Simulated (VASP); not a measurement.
A run of VASP 6.6.1 is set up as follows.

INCAR

```
PREC     = Accurate       # precision mode
ENCUT    = 520            # plane-wave cutoff, eV
EDIFF    = 1E-6           # SCF threshold, eV
ISMEAR   = 0              # smearing method
SIGMA    = 0.1            # smearing width, eV
LREAL    = False          # projectors in reciprocal space
LASPH    = True           # aspherical terms in the spheres
NELM     = 60             # most SCF steps
ALGO     = Normal         # electronic algorithm
ISIF     = 2              # what is computed and relaxed
LWAVE    = False          # write WAVECAR
LCHARG   = False          # write CHGCAR
LDIPOL   = True         
IDIPOL   = 3            
DIPOL    = 0.5 0.5 0.308
GGA      = CA             # functional
NBANDS   = 44             # bands
```

KPOINTS

```
Automatic mesh
0
Gamma
  6 6 1
```

The input POSCAR:

```
Ta3H
1.0
    4.6002247492      0.0000000000      0.0000000000
   -2.3001123746      3.9839114959      0.0000000000
    0.0000000000      0.0000000000     22.4017722044
Ta H
6 2
Direct
    0.6666666667      0.3333333333      0.1785573018
    0.3333333333      0.6666666667      0.2204743848
    0.0000000000      0.0000000000      0.2623914678
    0.6666666667      0.3333333333      0.3016814391
    0.3333333333      0.6666666667      0.3385386112
    0.0000000000      0.0000000000      0.3750494438
    0.0453039278      0.6666666667      0.3951371402
    0.6213627389      0.6666666667      0.3951371402
```

Potentials or basis: VASP PAW LDA potentials, release 64 (Ta_pv, H).

Launch:

```console
$ cat potpaw_LDA.64/Ta_pv/POTCAR potpaw_LDA.64/H/POTCAR > POTCAR
$ mpirun -np 1 vasp_std > vasp.out
```

(1) Estimate the largest force.

(2) Estimate the band gap on the k mesh.

Answers

(1) 2.557 eV/Å.

(2) zero (bands 34 and 35 overlap by 0.29 eV).

Caveat: spin-orbit coupling is left out, which moves the levels of the heavy elements.
